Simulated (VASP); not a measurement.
# ScAl3 (Pm-3m) in VASP: relaxation of cell and atoms with LDA

Aim: the relaxation of cell and atoms of ScAl3 with LDA.

All numbers are computed with VASP 6.6.1; they aren't measurements. Logs are shortened: lines on timing, memory, paths and dates and some standing lists are left out, and cuts for length are marked.

## (1) The cell of the first run

Symmetry: Pm-3m, No. 221, cubic system. The conventional cell has a = 4.100 Å, b = 4.100 Å, c = 4.100 Å, α = 90.00°, β = 90.00°, γ = 90.00°. Al (site symmetry 4/mmm) has 8 Al at 2.90 Å and 4 Sc at 2.90 Å within 3.8 Å. Sc (site symmetry m-3m) has 12 Al at 2.90 Å within 3.8 Å.

## (2) Relaxation of cell and atoms, LDA

Input file INCAR:

```
PREC = Accurate
ENCUT = 600
EDIFF = 1E-6
ISMEAR = 0
SIGMA = 0.1
LREAL = False
LASPH = True
NELM = 100
ALGO = Fast
ISIF = 3
LWAVE = False
LCHARG = False
IBRION = 2
NSW = 80
EDIFFG = -0.003
```

Input file KPOINTS:

```
regular mesh
0
Gamma
  12 12 12
```

Input file POSCAR:

```
ScAl3
1.0
    4.1000000000      0.0000000000      0.0000000000
    0.0000000000      4.1000000000      0.0000000000
    0.0000000000      0.0000000000      4.1000000000
Al Sc
3 1
Direct
    0.0000000000      0.5000000000      0.5000000000
    0.5000000000      0.0000000000      0.5000000000
    0.5000000000      0.5000000000      0.0000000000
    0.0000000000      0.0000000000      0.0000000000
```

Potentials or basis: VASP PAW LDA potentials, release 64 (Al, Sc_sv).

On the command line:

```bash
> cat potpaw_LDA.64/Al/POTCAR potpaw_LDA.64/Sc_sv/POTCAR > POTCAR
> mpirun -np 1 vasp_std > vasp.out
```

OUTCAR:

```text
PREC = Accurate
   ENCUT = 600
   EDIFF = 1E-6
   ISMEAR = 0
   LREAL = False
   LASPH = True
   NELM = 100
   ISIF = 3
   IBRION = 2
   NSW = 80
   EDIFFG = -0.003

 ion  position               nearest neighbor table
   1  0.000  0.500  0.500-   2 2.90   3 2.90   4 2.90   3 2.90   4 2.90   2 2.90   4 2.90   4 2.90
                             2 2.90   3 2.90   3 2.90   2 2.90
   2  0.500  0.000  0.500-   1 2.90   3 2.90   4 2.90   3 2.90   4 2.90   1 2.90   3 2.90   3 2.90
                             1 2.90   4 2.90   4 2.90   1 2.90
   3  0.500  0.500  0.000-   1 2.90   2 2.90   4 2.90   1 2.90   2 2.90   2 2.90   4 2.90   2 2.90
                             1 2.90   4 2.90   1 2.90   4 2.90
   4  0.000  0.000  0.000-   1 2.90   2 2.90   3 2.90   1 2.90   2 2.90   1 2.90   3 2.90   1 2.90
                             2 2.90   3 2.90   2 2.90   3 2.90

  LATTYP: Found a simple cubic cell.
 ALAT       =     4.1000000000

  Lattice vectors:

 A1 = (   4.1000000000,   0.0000000000,   0.0000000000)
 A2 = (   0.0000000000,   4.1000000000,   0.0000000000)
 A3 = (   0.0000000000,   0.0000000000,   4.1000000000)

Analysis of symmetry for initial positions (statically):
=====================================================================
 Subroutine PRICEL returns:
 Original cell was already a primitive cell.

 Routine SETGRP: Setting up the symmetry group for a
 simple cubic supercell.

 Subroutine GETGRP returns: Found 48 space group operations
 (whereof 48 operations were pure point group operations)
 out of a pool of 48 trial point group operations.

The static configuration has the point symmetry O_h .

Analysis of symmetry for dynamics (positions and initial velocities):
=====================================================================
 Subroutine PRICEL returns:
 Original cell was already a primitive cell.

 Routine SETGRP: Setting up the symmetry group for a
 simple cubic supercell.

 Subroutine GETGRP returns: Found 48 space group operations
 (whereof 48 operations were pure point group operations)
 out of a pool of 48 trial point group operations.

The dynamic configuration has the point symmetry O_h .

 Subroutine INISYM returns: Found 48 space group operations
 (whereof 48 operations are pure point group operations),
 and found     1 'primitive' translations

----------------------------------------------------------------------------------------

                                     Primitive cell

  volume of cell :      68.9210

  direct lattice vectors                    reciprocal lattice vectors
     4.100000000  0.000000000  0.000000000     0.243902439  0.000000000  0.000000000
     0.000000000  4.100000000  0.000000000     0.000000000  0.243902439  0.000000000
     0.000000000  0.000000000  4.100000000     0.000000000  0.000000000  0.243902439

  length of vectors
     4.100000000  4.100000000  4.100000000     0.243902439  0.243902439  0.243902439

  position of ions in fractional coordinates (direct lattice)
     0.000000000  0.500000000  0.500000000
     0.500000000  0.000000000  0.500000000
     0.500000000  0.500000000  0.000000000
     0.000000000  0.000000000  0.000000000

  ion indices of the primitive-cell ions
   primitive index   ion index
                 1           1
                 2           2
                 3           3
                 4           4

----------------------------------------------------------------------------------------

 KPOINTS: regular mesh

Automatic generation of k-mesh.
 Grid dimensions read from file:
 generate k-points for:   12   12   12

 Generating k-lattice:

  Cartesian coordinates                     Fractional coordinates (reciprocal lattice)
     0.020325203  0.000000000  0.000000000     0.083333333  0.000000000  0.000000000
     0.000000000  0.020325203  0.000000000     0.000000000  0.083333333  0.000000000
     0.000000000  0.000000000  0.020325203     0.000000000  0.000000000  0.083333333

  Length of vectors
     0.020325203  0.020325203  0.020325203

  Shift w.r.t. Gamma in fractional coordinates (k-lattice)
     0.000000000  0.000000000  0.000000000

 Subroutine IBZKPT returns following result:
 ===========================================

 Found     84 irreducible k-points:

 Following reciprocal coordinates:
            Coordinates               Weight
  0.000000  0.000000  0.000000      1.000000
  0.083333  0.000000  0.000000      6.000000
  0.166667  0.000000  0.000000      6.000000
  0.250000  0.000000  0.000000      6.000000
  0.333333  0.000000  0.000000      6.000000
  0.416667  0.000000  0.000000      6.000000
[... 16 lines left out ...]
  0.333333  0.333333  0.000000     12.000000
  0.416667  0.333333  0.000000     24.000000
 [... further k-points ...]
   k-points           NKPTS =     84   k-points in BZ     NKDIM =     84   number of bands    NBANDS=     14
   number of dos      NEDOS =    301   number of ions     NIONS =      4
   total plane-waves  NPLWV =  46656
   dimension x,y,z NGX =    36 NGY =   36 NGZ =   36
   dimension x,y,z NGXF=    72 NGYF=   72 NGZF=   72
   ions per type =               3   1
   NGX,Y,Z   is equivalent  to a cutoff of  14.60, 14.60, 14.60 a.u.
   NGXF,Y,Z  is equivalent  to a cutoff of  29.19, 29.19, 29.19 a.u.
 SYSTEM =  unknown system
   PREC   = accura    normal or accurate (medium, high low for compatibility)
   ISTART =      0    job   : 0-new  1-cont  2-samecut
   ICHARG =      2    charge: 1-file 2-atom 10-const
   ISPIN  =      1    spin polarized calculation?
   LNONCOLLINEAR =      F non collinear calculations
   LSORBIT =      F    spin-orbit coupling
   LASPH  =      T    aspherical Exc in radial PAW
   ENCUT  =  600.0 eV  44.10 Ry    6.64 a.u.   8.19  8.19  8.19*2*pi/ulx,y,z
   NELM   =    100;   NELMIN=  2; NELMDL= -5     # of ELM steps
   EDIFF  = 0.1E-05   stopping-criterion for ELM
   LREAL  =      F    real-space projection
   EDIFFG = -.3E-02   stopping-criterion for IOM
   NSW    =     80    number of steps for IOM
   IBRION =      2    ionic relax: 0-MD 1-quasi-New 2-CG
   NFREE  =      1    steps in history (QN), initial steepest desc. (CG)
   ISIF   =      3    stress and relaxation
   ISYM   =      2    0-nonsym 1-usesym 2-fastsym
   POTIM  = 0.5000    time-step for ionic-motion
   TEBEG  =    0.0;   TEEND  =   0.0 temperature during run
   PSTRESS=    0.0 pullay stress
   NELECT =      20.0000    total number of electrons
   NUPDOWN=      -1.0000    fix difference up-down
   EMIN   =  10.00;   EMAX   =-10.00  energy-range for DOS
   EFERMI =   0.00;   METHOD = LEGACY
   ISMEAR =     0;   SIGMA  =   0.10  broadening in eV -4-tet -1-fermi 0-gaus
   EFERMI_NEDOS =   21; number of points for ismear=-14 and -15
   IALGO  =     68    algorithm
   IMIX   =      4    mixing-type and parameters
     AMIX     =   0.40;   BMIX     =  1.00
     AMIX_MAG =   1.60;   BMIX_MAG =  1.00
  volume/ion in A,a.u.               =      17.23       116.28
  Fermi-wavevector in a.u.,A,eV,Ry     =   1.083846  2.048172 15.983070  1.174722
  Thomas-Fermi vector in A             =   2.219922
   LORBIT       =      0    0 simple, 1 ext, 2 COOP (PROOUT), +10 PAW based schemes
   GGA     = CA    functional components
   LHFCALC =     F    Hartree Fock is set to
   AEXX    =    0.0000 exact exchange contribution
   IVDW    =     0    specifies the selected vdW correction
   LEPSILON=     F    determine dielectric tensor
   LRPA    =     F    only Hartree local field effects (RPA)
 conjugate gradient relaxation of ions
 non-spin polarized calculation
 RMM-DIIS sequential band-by-band and
 Gauss-broadening in eV      SIGMA  =   0.10
  energy-cutoff  :      600.00
  volume of cell :       68.92
 maximum number of plane-waves:      2325
 NGX is ok and might be reduce to    36
   NGX = 17   NGY = 17   NGZ = 17

--------------------------------------- Ionic step        1  -------------------------------------------

 number of electron      20.0000001 magnetization

 Free energy of the ion-electron system (eV)
  ---------------------------------------------------
  ext. energy  EPLUGINS =         0.00000000
  ---------------------------------------------------
  free energy    TOTEN  =       -21.24948687 eV

  energy without entropy =      -21.24279055  energy(sigma->0) =      -21.24613871

------------------------ aborting loop because EDIFF is reached ----------------------------------------

  FORCE on cell =-STRESS in cart. coord.  units (eV):
  Direction    XX          YY          ZZ          XY          YZ          ZX
  --------------------------------------------------------------------------------------
  -------------------------------------------------------------------------------------
  Total       -1.8305963     -1.8305963     -1.8305963      0.0000000      0.0000000      0.0000000
  in kB      -42.5550987    -42.5550987    -42.5550987      0.0000000      0.0000000      0.0000000
  external PRESSURE =     -42.5550987 kB  Pullay stress =       0.0000000 kB
[... 61 lines left out ...]
  energy  without entropy=      -21.2809210559  energy(sigma->0) =      -21.28401951

--------------------------------------- Ionic step        3  -------------------------------------------

 number of electron      20.0000003 magnetization

 Free energy of the ion-electron system (eV)
  ---------------------------------------------------
  ext. energy  EPLUGINS =         0.00000000
  ---------------------------------------------------
  free energy    TOTEN  =       -21.29416634 eV

  energy without entropy =      -21.28787094  energy(sigma->0) =      -21.29101864

 E-fermi :   7.4182     XC(G=0): -10.7626

 val. band max:        7.4126705473   @ k =   0.3333   0.2500   0.0000
 cond. band min:       7.4337314367   @ k =   0.5000   0.2500   0.2500
 fundamental gap:      0.0210608894
 Fermi energy:         7.4181897528

 k-point     1 :       0.0000    0.0000    0.0000
  band No.  band energies     occupation
      1     -40.8302      2.00000
      2     -19.8948      2.00000
      3     -19.8948      2.00000
      4     -19.8948      2.00000
      5      -2.7786      2.00000
      6       4.7315      2.00000
      7       4.7315      2.00000
      8       5.6207      2.00000
      9       5.6207      2.00000
     10       5.6207      2.00000
     11       8.7039      0.00000
     12       8.7072      0.00000
     13       8.7072      0.00000
     14       8.7072      0.00000
[... 375 lines left out ...]
 k-point    24 :       0.4167    0.3333    0.0000
  band No.  band energies     occupation
      1     -40.8273      2.00000
      2     -19.9287      2.00000
      3     -19.9206      2.00000
      4     -19.8896      2.00000
      5      -0.3584      2.00000
      6       1.3935      2.00000
      7       2.5302      2.00000
      8       4.3185      2.00000
      9       6.3235      2.00000
     10       7.0785      2.00000
     11       8.3588      0.00000
     12       9.2027      0.00000
     13       9.6235      0.00000
     14       9.6326      0.00000

 [... further k-points ...]
[... 5 lines left out ...]
  --------------------------------------------------------------------------------------
  -------------------------------------------------------------------------------------
  Total       -0.0083929     -0.0083929     -0.0083929      0.0000000      0.0000000      0.0000000
  in kB       -0.2047431     -0.2047431     -0.2047431      0.0000000      0.0000000      0.0000000
  external PRESSURE =      -0.2047431 kB  Pullay stress =       0.0000000 kB
[... 19 lines left out ...]
  FREE ENERGIE OF THE ION-ELECTRON SYSTEM (eV)
  ---------------------------------------------------
  free  energy   TOTEN  =       -21.2941663360 eV

  energy  without entropy=      -21.2878709373  energy(sigma->0) =      -21.29101864

 reached required accuracy - stopping structural energy minimisation
```

Run time: 8.6 min. Hardware: 1 thread of Intel Xeon 8259CL, shared host; peak memory 0.26 GiB.

What came out:

```yaml
Free_energy: -21.2942 eV
Relaxed_volume: 16.42 Å³/atom
Relaxed_cell: a = 4.035 Å, b = 4.035 Å, c = 4.035 Å, α = 90.00°, β = 90.00°, γ = 90.00°
Space_group_after_relaxing_to_0.1_Å: Pm-3m (No. 221)
Energy_gained_by_relaxing: 11.2 meV/atom
Ionic_steps: 3
Pressure_after_relaxing: 0.0 GPa
Band_gap_on_the_k_mesh: zero (bands 10 and 11 overlap by 3.94 eV)
```

Step by step:
```tsv
step	energy change (eV)	largest force (eV/Å)	pressure (GPa)	volume (Å³)
1	0.0000	0.0000	-4.26	68.92
2	-0.0376	0.0000	1.88	64.46
3	-0.0447	0.0000	-0.02	65.68
```

Final structure:
```cif
data_structure
_symmetry_space_group_name_H-M 'P 1'
_symmetry_Int_Tables_number 1
_cell_length_a 4.0346
_cell_length_b 4.0346
_cell_length_c 4.0346
_cell_angle_alpha 90.000
_cell_angle_beta 90.000
_cell_angle_gamma 90.000
_cell_volume 65.68
loop_
_atom_site_label
_atom_site_type_symbol
_atom_site_fract_x
_atom_site_fract_y
_atom_site_fract_z
_atom_site_occupancy
Al1 Al 0.00000 0.50000 0.50000 1
Al2 Al 0.50000 0.00000 0.50000 1
Al3 Al 0.50000 0.50000 0.00000 1
Sc1 Sc 0.00000 0.00000 0.00000 1
```

Levels at points of the mesh, in eV from the Fermi level:
```tsv
k point	band 8	band 9	band 10	band 11	band 12	band 13
(0.00, 0.00, 0.00)	-1.80	-1.80	-1.80	1.29	1.29	1.29
(0.50, 0.00, 0.00)	-1.77	-1.56	1.00	1.09	1.09	1.41
(0.50, 0.50, 0.00)	-4.42	-0.58	-0.58	1.23	1.39	2.11
(0.50, 0.50, 0.50)	-4.58	-2.93	-2.93	-2.93	1.05	2.64
```

The gap in the log of VASP goes by the Fermi energy; the results here count the filled bands.